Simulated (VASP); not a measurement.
Cu: single point with PBE+D3(BJ)

The system is Cu, a slab with vacuum.

```
Cu
1.0
     5.03783    0.00000    0.00000
    -2.51891    4.36289    0.00000
     0.00000    0.00000   21.12107
Cu
12
Direct
  0.33333 0.16667 0.18938
  0.33333 0.66667 0.18938
  0.83333 0.16667 0.18938
  0.83333 0.66667 0.18938
  0.16667 0.33333 0.28694
  0.16667 0.83333 0.28694
  0.66667 0.33333 0.28694
  0.66667 0.83333 0.28694
  0.00000 0.00000 0.38450
  0.00000 0.50000 0.38450
  0.50000 0.00000 0.38450
  0.50000 0.50000 0.38450
```

```yaml
Program: VASP 6.6.1
Task: single point
Functional: PBE
Dispersion: D3(BJ)
Potentials_or_basis: VASP PAW PBE potentials, release 64 (Cu)
Cutoff: 520 eV
k_mesh: 6 × 6 × 1
Occupations: gaussian, width 0.1 eV
Spin: no spin polarisation
Dipole_correction: yes
Further_INCAR_settings: ALGO = Normal; EDIFF = 1e-07; NBANDS = 78
```

```json
{
 "Largest force": "0.054 eV/Å",
 "Band gap on the k mesh": "zero (band 66 reaches -0.92 eV, above the bottom of band 67 at -1.33 eV)",
 "Dispersion energy per atom": "-0.396 eV"
}
```

Forces in eV/Å, atoms in the order of the input:
```
Cu   0.000  0.000 -0.054
Cu   0.000  0.000 -0.054
Cu   0.000  0.000 -0.054
Cu   0.000  0.000 -0.054
Cu   0.000  0.000  0.000
Cu   0.000  0.000  0.000
Cu   0.000  0.000  0.000
Cu   0.000  0.000  0.000
Cu   0.000  0.000  0.054
Cu   0.000  0.000  0.054
Cu   0.000  0.000  0.054
Cu   0.000  0.000  0.054
```

Levels at points of the mesh, in eV from the Fermi level:
```tsv
k point	band 61	band 62	band 63	band 64	band 65	band 66	band 67	band 68	band 69	band 70
(0.00, 0.00, 0.00)	-1.34	-1.34	-1.34	-0.16	0.03	0.03	0.03	1.22	1.22	1.22
(0.50, 0.00, 0.00)	-1.62	-1.62	-1.54	-1.54	0.05	0.05	0.32	0.32	1.24	1.24
```

Run time: 8.4 min on 1 thread of Intel(R) Xeon(R) Platinum 8488C (Sapphire Rapids), on a shared host, peak memory 0.62 GiB.
